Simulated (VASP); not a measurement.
The system is In.

```xyz
2
Lattice="3.3355 0.0000 0.0000 -1.6677 2.8886 0.0000 0.0000 0.0000 5.5091" Properties=species:S:1:pos:R:3 pbc="T T T"
In    1.6677    0.9629    4.1319
In    0.0000    1.9257    1.3773
```

This isn't the form of In at room conditions, which is tetragonal.

Program: VASP 6.6.1. Alike in all runs: task single point; potentials or basis VASP PAW PBE potentials, release 64 (In_d); no spin polarisation; cell as given.

Problem. Order these runs on this cell by their pressure, lowest first.
A. level SCAN; k mesh 11 × 11 × 6; cutoff (eV) 440; smearing methfessel-paxton 0.1 eV; tolerance level tight; purpose restart
B. level PBEsol-based global hybrid with 25 % exact exchange; k mesh 5 × 5 × 3; cutoff (eV) 520; smearing fermi-dirac 0.05 eV; dipole correction no; grid for exact exchange (PRECFOCK) Normal; share of exact exchange 0.25
C. level PBE; k mesh 9 × 9 × 5; cutoff (eV) 520; smearing gaussian 0.026 eV; dipole correction no

Solution. B (-2.1 GPa), A (-0.4 GPa), C (1.3 GPa).

Caveats: some runs use coarse meshes; the PAW data sets were made with another functional, which shifts forces and pressure a little (at least some runs).
